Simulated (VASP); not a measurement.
**F: relaxation of cell and atoms with PBE**

Crystal: F.

```xyz
2
Lattice="2.5711 0.0000 0.0000 -1.2855 2.2266 0.0000 0.0000 0.0000 2.8949" Properties=species:S:1:pos:R:3 pbc="T T T"
F     0.0000    1.4844    0.7237
F     1.2855    0.7422    2.1712
```

```
Program                : VASP 6.6.1
Task                   : relaxation of cell and atoms
Functional             : PBE
Potentials or basis    : VASP PAW PBE potentials, release 64 (F)
Cutoff                 : 600 eV
k mesh                 : 18 × 18 × 10
Occupations            : fermi-dirac, width 0.08 eV
Spin                   : no spin polarisation
Target pressure        : 23 GPa
Dipole correction      : no
Further INCAR settings : ALGO = Normal; EDIFF = 1e-06; IBRION = 2; EDIFFG = -0.005; NSW = 32; ISIF = 3
```

```yaml
Relaxed_volume: 8.24 Å³/atom
Relaxed_cell: a = 2.565 Å, b = 2.565 Å, c = 2.894 Å, α = 90.00°, β = 90.00°, γ = 120.00°
Space_group_after_relaxing_to_0.05_Å: P6_3/mmc (No. 194)
Energy_change_on_relaxing_the_enthalpy_is_what_falls: +6.4 meV/atom
Ionic_steps: 5
Pressure_after_relaxing: 23.0 GPa
Band_gap_on_the_k_mesh: zero (band 7 reaches -0.17 eV, above the bottom of band 8 at -1.99 eV)
```

Step by step:
```
step  energy change (eV)  largest force (eV/Å)  pressure (GPa)  volume (Å³)
   1              0.0000                0.0000           22.18        16.57
   2              0.0145                0.0000           23.19        16.47
   3              0.0116                0.0000           22.99        16.49
   4              0.0119                0.0000           22.96        16.49
   5              0.0128                0.0000           23.00        16.48
```

Final structure:
```xyz
2
Lattice="2.5645 0.0000 0.0000 -1.2823 2.2209 0.0000 0.0000 0.0000 2.8939" Properties=species:S:1:pos:R:3 pbc="T T T"
F     0.0000    1.4806    0.7235
F     1.2823    0.7403    2.1704
```

Levels at points of the mesh, in eV from the Fermi level:
```
           k point  band 3  band 4  band 5  band 6  band 7  band 8  band 9  band 10  band 11
(0.00, 0.00, 0.00)   -5.01   -2.05   -2.05   -0.11   -0.11    0.84   14.64    20.04    29.84
(0.50, 0.00, 0.00)   -4.54   -3.25   -2.97   -1.82   -1.14    0.27   18.29    22.47    23.33
(0.00, 0.00, 0.50)   -2.37   -2.37   -1.06   -1.06   -1.06   -1.06   18.54    18.54    30.26
(0.50, 0.00, 0.50)   -5.70   -5.70   -1.60   -1.60    0.13    0.13   20.18    20.18    25.64
```

It took 60 s on 1 thread of AMD EPYC 9R45 96-Core Processor (Zen 5), with other jobs on the host, peak memory 0.13 GiB.

Caveat: the cell is relaxed towards a set pressure, so the enthalpy falls and the energy may rise.
